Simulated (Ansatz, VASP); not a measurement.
**Two plane-wave programs on AlNi**

```
Al Ni
1.0
     2.84442    0.00000    0.00000
     0.00000    2.84442    0.00000
     0.00000    0.00000    2.84442
Al Ni
1 1
Direct
  0.00000 0.00000 0.97926
  0.50000 0.50000 0.50954
```

Change from the starting cell: mode 6 frozen in at -0.060 Å, equal normal strain along x, y and z -0.0167.

Alike in both runs: task single point; functional PBE; k mesh 16 × 16 × 16; occupations gaussian, width 0.15 eV; no spin polarisation.

|  | VASP | Ansatz |
| --- | --- | --- |
| version | VASP 6.6.1 | Ansatz 0.2.0 |
| potentials or method | VASP PAW PBE potentials, release 64 (Al, Ni), cutoff 520 eV | scalar-relativistic, plane waves, PAW |
| valence electrons in the cell | 13 | 21 |

|  | VASP | Ansatz | Ansatz less VASP |
| --- | --- | --- | --- |
| gap on the k mesh at the Fermi level (eV) | none | none | - |
| pressure (GPa) | 9.6 | 9.5 | -0.10 |
| traceless stress, the component that is largest in VASP (GPa) | -0.32 | -0.32 | +0.006 |
| rms of the force components (eV/Å) | 0.345 | 0.343 | -0.0024 |

Atom by atom the forces differ by 0.002 eV/Å (rms over components). A gap of «none» marks a metal or a gap that the smearing closes. The functional is the same, so the differences come from potentials, cutoffs and numerics. VASP's potentials hold 13 valence electrons a cell and Ansatz's 21, so a difference there can come from the potentials and not from the codes.
